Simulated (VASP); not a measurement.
WAu:

```
CELL_PARAMETERS angstrom
0.00000 2.90921 2.90921
2.90921 0.00000 2.90921
2.90921 2.90921 0.00000
ATOMIC_POSITIONS crystal
W 0.00000 0.00000 0.00000
Au 0.75000 0.75000 0.75000
```

| Property | Result |
| --- | --- |
| Program | VASP 6.6.1 |
| Task | relaxation of cell and atoms |
| Functional | BLYP |
| Dispersion | D3(BJ) |
| Potentials or basis | VASP PAW PBE potentials, release 64 (W_sv, Au) |
| Cutoff | 600 eV |
| k mesh | 8 × 8 × 8 |
| Occupations | fermi-dirac, width 0.05 eV |
| Spin | no spin polarisation |

At the start: pressure -2.1 GPa; volume 24.62 Å³/atom.

Question: How do energy, volume and symmetry change on relaxing?

Answer: Over 3 steps the energy falls by 2.6 meV/atom and the volume is 24.23 Å³/atom (-1.6 %); space group F-43m (No. 216, to 0.05 Å).

Step by step:
```tsv
step	energy change (eV)	largest force (eV/Å)	pressure (GPa)	volume (Å³)
1	0.0000	0.0000	-2.13	49.24
2	0.0160	0.0000	4.62	46.95
3	-0.0052	0.0000	-0.06	48.47
```

Final structure:
```cif
data_structure
_symmetry_space_group_name_H-M 'P 1'
_symmetry_Int_Tables_number 1
_cell_length_a 4.0926
_cell_length_b 4.0926
_cell_length_c 4.0926
_cell_angle_alpha 60.000
_cell_angle_beta 60.000
_cell_angle_gamma 60.000
_cell_volume 48.47
loop_
_atom_site_label
_atom_site_type_symbol
_atom_site_fract_x
_atom_site_fract_y
_atom_site_fract_z
_atom_site_occupancy
W1 W 0.00000 0.00000 0.00000 1
Au1 Au 0.75000 0.75000 0.75000 1
```

Caveat: the PAW data sets were made with another functional, which shifts forces and pressure a little; pairwise dispersion overbinds metals, which lowers pressure and volume.
